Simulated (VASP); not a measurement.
# Ru (P6_3/mmc) in VASP: further runs

Aim: see how the results for Ru move with the level of theory and the settings. Levels: PBE+D3(BJ), BLYP+D4, PBEsol. Tasks: single point, relaxation of cell and atoms.

All numbers are computed with VASP 6.6.1; they aren't measurements. Logs are shortened: lines on timing, memory, paths and dates and some standing lists are left out, and cuts for length are marked.

## Step 1: The cell of the first run

Symmetry: P6_3/mmc, No. 194, hexagonal system. Conventional cell: a = 2.697 Å, b = 2.697 Å, c = 4.269 Å, α = 90.00°, β = 90.00°, γ = 120.00°. Ru (site symmetry -6m2) has 12 Ru at 2.64 to 2.70 Å within 3.5 Å.

## Step 2: Single point, PBE+D3(BJ)

INCAR reads:

```
PREC     = Accurate       # precision mode
ENCUT    = 520            # plane-wave cutoff, eV
EDIFF    = 1E-6           # SCF threshold, eV
ISMEAR   = -1             # smearing method
SIGMA    = 0.05           # smearing width, eV
LREAL    = F              # projectors in reciprocal space
LASPH    = T              # aspherical terms in the spheres
NELM     = 60             # most SCF steps
ALGO     = Normal         # electronic algorithm
ISIF     = 2              # what is computed and relaxed
LWAVE    = F              # write WAVECAR
LCHARG   = F              # write CHGCAR
GGA      = PE             # functional
IVDW     = 12             # dispersion correction
NBANDS   = 21             # bands
```

KPOINTS reads:

```
Automatic mesh
0
Gamma
  11 11 6
```

POSCAR reads:

```
Ru
1.0
    2.6969063358      0.0000000000      0.0000000000
   -1.3484531679      2.3355893985      0.0000000000
    0.0000000000      0.0000000000      4.2685305056
Ru
2
Direct
    0.6666666667      0.3333333333      0.7500000000
    0.3333333333      0.6666666667      0.2500000000
```

Potentials or basis: VASP PAW PBE potentials, release 64 (Ru_pv).

The run is started by

```console
$ cat potpaw_PBE.64/Ru_pv/POTCAR > POTCAR
$ mpirun -np 1 vasp_std > vasp.out
```

OUTCAR:

```text
PREC = Accurate
   ENCUT = 520
   EDIFF = 1E-6
   ISMEAR = -1
   LREAL = F
   LASPH = T
   NELM = 60
   ISIF = 2
   GGA = PE
   IVDW = 12
 IVDW          = 12

 ion  position               nearest neighbor table
   1  0.667  0.333  0.750-   2 2.64   2 2.64   2 2.64   2 2.64   2 2.64   2 2.64
   2  0.333  0.667  0.250-   1 2.64   1 2.64   1 2.64   1 2.64   1 2.64   1 2.64

  LATTYP: Found a hexagonal cell.
 ALAT       =     2.6969063358
 C/A-ratio  =     1.5827507426

  Lattice vectors:

 A1 = (   2.6969063358,   0.0000000000,   0.0000000000)
 A2 = (  -1.3484531679,   2.3355893985,   0.0000000000)
 A3 = (   0.0000000000,   0.0000000000,   4.2685305056)

Analysis of symmetry for initial positions (statically):
=====================================================================
 Subroutine PRICEL returns:
 Original cell was already a primitive cell.

 Routine SETGRP: Setting up the symmetry group for a
 hexagonal supercell.

 Subroutine GETGRP returns: Found 24 space group operations
 (whereof 12 operations were pure point group operations)
 out of a pool of 24 trial point group operations.

The static configuration has the point symmetry D_3d.
 The point group associated with its full space group is D_6h.

Analysis of symmetry for dynamics (positions and initial velocities):
=====================================================================
 Subroutine PRICEL returns:
 Original cell was already a primitive cell.

 Routine SETGRP: Setting up the symmetry group for a
 hexagonal supercell.

 Subroutine GETGRP returns: Found 24 space group operations
 (whereof 12 operations were pure point group operations)
 out of a pool of 24 trial point group operations.

The dynamic configuration has the point symmetry D_3d.
 The point group associated with its full space group is D_6h.

 Subroutine INISYM returns: Found 24 space group operations
 (whereof 12 operations are pure point group operations),
 and found     1 'primitive' translations

----------------------------------------------------------------------------------------

                                     Primitive cell

  volume of cell :      26.8869

  direct lattice vectors                    reciprocal lattice vectors
     2.696906336  0.000000000  0.000000000     0.370795228  0.214078725  0.000000000
    -1.348453168  2.335589398  0.000000000     0.000000000  0.428157450  0.000000000
     0.000000000  0.000000000  4.268530506     0.000000000  0.000000000  0.234272661

  length of vectors
     2.696906336  2.696906336  4.268530506     0.428157450  0.428157450  0.234272661

  position of ions in fractional coordinates (direct lattice)
     0.666666667  0.333333333  0.750000000
     0.333333333  0.666666667  0.250000000

  ion indices of the primitive-cell ions
   primitive index   ion index
                 1           1
                 2           2

----------------------------------------------------------------------------------------

 KPOINTS: Automatic mesh

Automatic generation of k-mesh.
 Grid dimensions read from file:
 generate k-points for:   11   11    6

 Generating k-lattice:

  Cartesian coordinates                     Fractional coordinates (reciprocal lattice)
     0.033708657  0.019461702  0.000000000     0.090909091  0.000000000  0.000000000
     0.000000000  0.038923405  0.000000000     0.000000000  0.090909091  0.000000000
     0.000000000  0.000000000  0.039045443     0.000000000  0.000000000  0.166666667

  Length of vectors
     0.038923405  0.038923405  0.039045443

  Shift w.r.t. Gamma in fractional coordinates (k-lattice)
     0.000000000  0.000000000  0.000000000

 Subroutine IBZKPT returns following result:
 ===========================================

 Found     64 irreducible k-points:

 Following reciprocal coordinates:
            Coordinates               Weight
  0.000000  0.000000  0.000000      1.000000
  0.090909 -0.000000  0.000000      6.000000
  0.181818  0.000000  0.000000      6.000000
  0.272727  0.000000  0.000000      6.000000
  0.363636  0.000000  0.000000      6.000000
  0.454545 -0.000000  0.000000      6.000000
[... 16 lines left out ...]
  0.090909  0.090909  0.166667     12.000000
  0.181818  0.090909  0.166667     24.000000
 [... further k-points ...]
   k-points           NKPTS =     64   k-points in BZ     NKDIM =     64   number of bands    NBANDS=     21
   number of dos      NEDOS =    301   number of ions     NIONS =      2
   total plane-waves  NPLWV =  12800
   dimension x,y,z NGX =    20 NGY =   20 NGZ =   32
   dimension x,y,z NGXF=    40 NGYF=   40 NGZF=   64
   ions per type =               2
   NGX,Y,Z   is equivalent  to a cutoff of  12.33, 12.33, 12.46 a.u.
   NGXF,Y,Z  is equivalent  to a cutoff of  24.66, 24.66, 24.93 a.u.
 SYSTEM =  unknown system
   PREC   = accura    normal or accurate (medium, high low for compatibility)
   ISTART =      0    job   : 0-new  1-cont  2-samecut
   ICHARG =      2    charge: 1-file 2-atom 10-const
   ISPIN  =      1    spin polarized calculation?
   LNONCOLLINEAR =      F non collinear calculations
   LSORBIT =      F    spin-orbit coupling
   LASPH  =      T    aspherical Exc in radial PAW
   ENCUT  =  520.0 eV  38.22 Ry    6.18 a.u.   5.01  5.01  7.94*2*pi/ulx,y,z
   NELM   =     60;   NELMIN=  2; NELMDL= -5     # of ELM steps
   EDIFF  = 0.1E-05   stopping-criterion for ELM
   LREAL  =      F    real-space projection
   EDIFFG = 0.1E-04   stopping-criterion for IOM
   NSW    =      0    number of steps for IOM
   IBRION =     -1    ionic relax: 0-MD 1-quasi-New 2-CG
   NFREE  =      0    steps in history (QN), initial steepest desc. (CG)
   ISIF   =      2    stress and relaxation
   ISYM   =      2    0-nonsym 1-usesym 2-fastsym
   POTIM  = 0.5000    time-step for ionic-motion
   TEBEG  =    0.0;   TEEND  =   0.0 temperature during run
   PSTRESS=    0.0 pullay stress
   NELECT =      28.0000    total number of electrons
   NUPDOWN=      -1.0000    fix difference up-down
   EMIN   =  10.00;   EMAX   =-10.00  energy-range for DOS
   EFERMI =   0.00;   METHOD = LEGACY
   ISMEAR =    -1;   SIGMA  =   0.05  broadening in eV -4-tet -1-fermi 0-gaus
   EFERMI_NEDOS =   21; number of points for ismear=-14 and -15
   IALGO  =     38    algorithm
   IMIX   =      4    mixing-type and parameters
     AMIX     =   0.40;   BMIX     =  1.00
     AMIX_MAG =   1.60;   BMIX_MAG =  1.00
  volume/ion in A,a.u.               =      13.44        90.72
  Fermi-wavevector in a.u.,A,eV,Ry     =   1.659385  3.135784 37.464456  2.753560
  Thomas-Fermi vector in A             =   2.746803
   LORBIT       =      0    0 simple, 1 ext, 2 COOP (PROOUT), +10 PAW based schemes
   GGA     = PE    functional components
   LHFCALC =     F    Hartree Fock is set to
   AEXX    =    0.0000 exact exchange contribution
   IVDW    =    12    specifies the selected vdW correction
   LEPSILON=     F    determine dielectric tensor
   LRPA    =     F    only Hartree local field effects (RPA)
 non-spin polarized calculation
  energy-cutoff  :      520.00
  volume of cell :       26.89
 maximum number of plane-waves:       742
 NGX is ok and might be reduce to    20
   NGX =  9   NGY =  9   NGZ = 15

 number of electron      28.0000003 magnetization

 Free energy of the ion-electron system (eV)
  ---------------------------------------------------
  ext. energy  EPLUGINS =         0.00000000
  ---------------------------------------------------
  free energy    TOTEN  =       -18.44956943 eV

  energy without entropy =      -18.43298733  energy(sigma->0) =      -18.44127838

 E-fermi :  12.9536     XC(G=0): -14.1811

 val. band max:       12.9348821431   @ k =   0.2727   0.0000   0.0000
 cond. band min:      12.9694597313   @ k =   0.2727   0.1818   0.1667
 fundamental gap:      0.0345775881
 Fermi energy:        12.9536383296

 k-point     1 :       0.0000    0.0000    0.0000
  band No.  band energies     occupation
      1     -30.6643      2.00000
      2     -29.7007      2.00000
      3     -29.7007      2.00000
      4     -29.5254      2.00000
      5     -29.5254      2.00000
      6     -29.4835      2.00000
[... 13 lines left out ...]
     20      23.4325      0.00000
     21      23.5100      0.00000

 k-point     2 :       0.0909   -0.0000    0.0000
  band No.  band energies     occupation
      1     -30.6353      2.00000
      2     -29.7621      2.00000
      3     -29.7213      2.00000
      4     -29.5894      2.00000
      5     -29.5339      2.00000
      6     -29.4970      2.00000
[... 13 lines left out ...]
     20      23.4324      0.00000
     21      23.4849      0.00000

 k-point     3 :       0.1818    0.0000    0.0000
  band No.  band energies     occupation
      1     -30.5531      2.00000
      2     -29.9269      2.00000
      3     -29.7747      2.00000
      4     -29.7569      2.00000
      5     -29.5582      2.00000
      6     -29.5375      2.00000
[... 13 lines left out ...]
     20      23.4324      0.00000
     21      23.4511      0.00000

 k-point     4 :       0.2727    0.0000    0.0000
  band No.  band energies     occupation
      1     -30.4314      2.00000
      2     -30.1428      2.00000
      3     -29.9678      2.00000
      4     -29.8416      2.00000
      5     -29.6045      2.00000
      6     -29.5925      2.00000
[... 13 lines left out ...]
     20      23.4323      0.00000
     21      23.4400      0.00000

 k-point     5 :       0.3636    0.0000    0.0000
  band No.  band energies     occupation
      1     -30.3405      2.00000
      2     -30.2939      2.00000
      3     -30.1539      2.00000
      4     -29.9007      2.00000
      5     -29.6913      2.00000
      6     -29.6256      2.00000
[... 13 lines left out ...]
     20      23.4275      0.00000
     21      23.4324      0.00000

 k-point     6 :       0.4545   -0.0000    0.0000
  band No.  band energies     occupation
      1     -30.4576      2.00000
      2     -30.2616      2.00000
      3     -30.1848      2.00000
      4     -29.9350      2.00000
      5     -29.7702      2.00000
      6     -29.6458      2.00000
[... 13 lines left out ...]
     20      23.4317      0.00000
     21      24.0695      0.00000

 k-point     7 :       0.0909    0.0909    0.0000
  band No.  band energies     occupation
      1     -30.5797      2.00000
      2     -29.8618      2.00000
      3     -29.7902      2.00000
      4     -29.6771      2.00000
      5     -29.5598      2.00000
      6     -29.5240      2.00000
[... 13 lines left out ...]
     20      23.4324      0.00000
     21      23.4579      0.00000
[... 291 lines left out ...]
      1     -30.4291      2.00000
      2     -30.0930      2.00000
      3     -30.0107      2.00000
      4     -29.8251      2.00000
      5     -29.6145      2.00000
      6     -29.6094      2.00000
[... 13 lines left out ...]
     20      23.4323      0.00000
     21      24.8691      0.00000

 k-point    21 :       0.3636    0.0000    0.1667
  band No.  band energies     occupation
      1     -30.4417      2.00000
      2     -30.2329      2.00000
      3     -30.1203      2.00000
      4     -29.8826      2.00000
      5     -29.6825      2.00000
      6     -29.6443      2.00000
[... 13 lines left out ...]
     20      23.4322      0.00000
     21      24.2325      0.00000

 k-point    22 :       0.4545   -0.0000    0.1667
  band No.  band energies     occupation
      1     -30.5163      2.00000
      2     -30.3282      2.00000
      3     -30.0814      2.00000
      4     -29.9160      2.00000
      5     -29.7443      2.00000
      6     -29.6655      2.00000
[... 13 lines left out ...]
     20      23.4315      0.00000
     21      23.6910      0.00000

 k-point    23 :       0.0909    0.0909    0.1667
  band No.  band energies     occupation
      1     -30.5216      2.00000
      2     -29.8412      2.00000
      3     -29.7953      2.00000
      4     -29.7158      2.00000
      5     -29.5737      2.00000
      6     -29.5509      2.00000
[... 13 lines left out ...]
     20      23.4324      0.00000
     21      24.7412      0.00000

 k-point    24 :       0.1818    0.0909    0.1667
  band No.  band energies     occupation
      1     -30.4497      2.00000
      2     -30.0066      2.00000
      3     -29.9567      2.00000
      4     -29.7959      2.00000
      5     -29.6207      2.00000
      6     -29.5865      2.00000
[... 13 lines left out ...]
     20      23.4323      0.00000
     21      24.8535      0.00000

 [... further k-points ...]

------------------------ aborting loop because EDIFF is reached ----------------------------------------

 Edisp (eV)   -1.26108

 E8    (eV) :    -0.5754

  FORCE on cell =-STRESS in cart. coord.  units (eV):
  Direction    XX          YY          ZZ          XY          YZ          ZX
  --------------------------------------------------------------------------------------
  -------------------------------------------------------------------------------------
  Total      -0.00412    -0.00412     0.00478    -0.00000     0.00000    -0.00000
  in kB      -0.24549    -0.24549     0.28502    -0.00000     0.00000    -0.00000
  external pressure =       -0.07 kB  Pullay stress =        0.00 kB

 VOLUME and BASIS-vectors are now :
 -----------------------------------------------------------------------------
  energy-cutoff  :      520.00
  volume of cell :       26.89
      direct lattice vectors                 reciprocal lattice vectors
     2.696906336  0.000000000  0.000000000     0.370795228  0.214078725  0.000000000
    -1.348453168  2.335589398  0.000000000     0.000000000  0.428157450  0.000000000
     0.000000000  0.000000000  4.268530506     0.000000000  0.000000000  0.234272661

 POSITION                                       TOTAL-FORCE (eV/Angst)
 -----------------------------------------------------------------------------------
      1.34845      0.77853      3.20140         0.000000      0.000000      0.000000
     -0.00000      1.55706      1.06713        -0.000000      0.000000      0.000000
 -----------------------------------------------------------------------------------
    total drift:                                0.000000     -0.000000      0.000000

  FREE ENERGIE OF THE ION-ELECTRON SYSTEM (eV)
  ---------------------------------------------------
  free  energy   TOTEN  =       -19.7106518792 eV

  energy  without entropy=      -19.6940697706  energy(sigma->0) =      -19.70236082
```

Wall time 37 s (1 thread of Intel Xeon 8259CL, shared host); peak memory 0.16 GiB.

What came out:

| Quantity | Value |
| --- | --- |
| Free energy | -19.7107 eV |
| Pressure | 0.0 GPa |
| Band gap on the k mesh | zero (bands 14 and 15 overlap by 3.11 eV) |
| Dispersion energy per atom | -0.631 eV |

## Step 3: Single point, BLYP+D4

This run uses another cell than the first one, of 13.88 Å³/atom.

INCAR reads:

```
AGGAC = 1.0
AGGAX = 1.0
ALDAC = 0.0
ALDAX = 1.0
ALGO = Normal
EDIFF = 1E-7
ENCUT = 520
GGA = B5
ISIF = 2
ISMEAR = -1
IVDW = 13
LASPH = T
LCHARG = F
LREAL = F
LWAVE = F
NBANDS = 21
NELM = 80
PREC = Accurate
SIGMA = 0.05
VDW_A1 = 0.44488865
VDW_A2 = 4.0933009
VDW_S6 = 1.0
VDW_S8 = 2.34076671
```

KPOINTS reads:

```
k-points
0
Gamma
  11 11 6
```

POSCAR reads:

```
Ru
1.0
    2.7269537030      0.0000000000      0.0000000000
   -1.3634768515      2.3616111818      0.0000000000
    0.0000000000      0.0000000000      4.3101034857
Ru
2
Direct
    0.6666666667      0.3333333333      0.7500000000
    0.3333333333      0.6666666667      0.2500000000
```

Potentials or basis: VASP PAW PBE potentials, release 64 (Ru_pv).

The run is started by

```console
$ cat potpaw_PBE.64/Ru_pv/POTCAR > POTCAR
$ mpirun -np 1 vasp_std > vasp.out
```

Run time: 55 s. Hardware: 1 thread of Intel Xeon 8259CL, shared host; peak memory 0.16 GiB.

Results (log left out):

| Item | Value |
| --- | --- |
| Free energy | -17.7813 eV |
| Pressure | 0.7 GPa |
| Band gap on the k mesh | zero (bands 14 and 15 overlap by 2.96 eV) |
| Dispersion energy per atom | -0.987 eV |

Stress tensor (GPa, compression positive):
```
0.61 0.00 0.00
0.00 0.61 0.00
0.00 0.00 0.73
```

Levels at points of the mesh, in eV from the Fermi level:
| k point | band 10 | band 11 | band 12 | band 13 | band 14 | band 15 | band 16 | band 17 | band 18 | band 19 |
| --- | --- | --- | --- | --- | --- | --- | --- | --- | --- | --- |
| (0.00, 0.00, 0.00) | -2.45 | -2.28 | -1.80 | -1.80 | -1.31 | -1.31 | 1.19 | 1.19 | 1.66 | 10.08 |
| (0.00, 0.00, 0.50) | -2.62 | -2.62 | -2.62 | -2.48 | -2.48 | 0.56 | 0.56 | 0.56 | 0.56 | 10.22 |

Caveat: the PAW data sets were made with another functional, which shifts forces and pressure a little.

[end of part 1 of 2]
